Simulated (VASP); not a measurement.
Here is a VASP 6.6.1 calculation.

Contents of POSCAR:

```
C
1.0
    0.0000000000      1.7469644787      1.7469644787
    1.7469644787      0.0000000000      1.7469644787
    1.7469644787      1.7469644787      0.0000000000
C
2
Direct
    0.7500000000      0.7500000000      0.7500000000
    0.5000000000      0.5000000000      0.5000000000
```

The input INCAR.step1:

```
  PREC = Accurate
  ENCUT = 520
  EDIFF = 1E-5
  ISMEAR = -1
  SIGMA = 0.05
  LREAL = F
  LASPH = T
  NELM = 100
  ALGO = Normal
  ISIF = 2
  LWAVE = T
  LCHARG = F
  NBANDS = 11
  GGA = PE
```

INCAR.step2

```
  PREC = Accurate
  ENCUT = 520
  EDIFF = 1E-6
  ISMEAR = -1
  SIGMA = 0.05
  LREAL = F
  LASPH = T
  NELM = 100
  ALGO = Normal
  ISIF = 2
  LWAVE = F
  LCHARG = F
  GGA = PS
  LHFCALC = T
  AEXX = 0.25
  HFSCREEN = 0.207
  PRECFOCK = Normal
  NBANDS = 11
  ISTART = 1
```

File KPOINTS:

```
Automatic mesh
0
Gamma
  7 7 7
```

Potentials or basis: VASP PAW PBE potentials, release 64 (C).

Launch:

```console
$ cat potpaw_PBE.64/C/POTCAR > POTCAR
$ cp INCAR.step1 INCAR
$ mpirun -np 1 vasp_std > vasp.out
$ cp INCAR.step2 INCAR
$ mpirun -np 1 vasp_std > vasp.out
```

Predict the band gap on the k mesh.

5.48 eV (least direct gap 7.13 eV).

What does it give for the pressure?

19.0 GPa.

Caveat: the k points lie up to 0.44 Å⁻¹ apart; the PAW data sets were made with another functional, which shifts forces and pressure a little; an odd mesh through Γ misses points on the zone boundary, where band edges can lie.
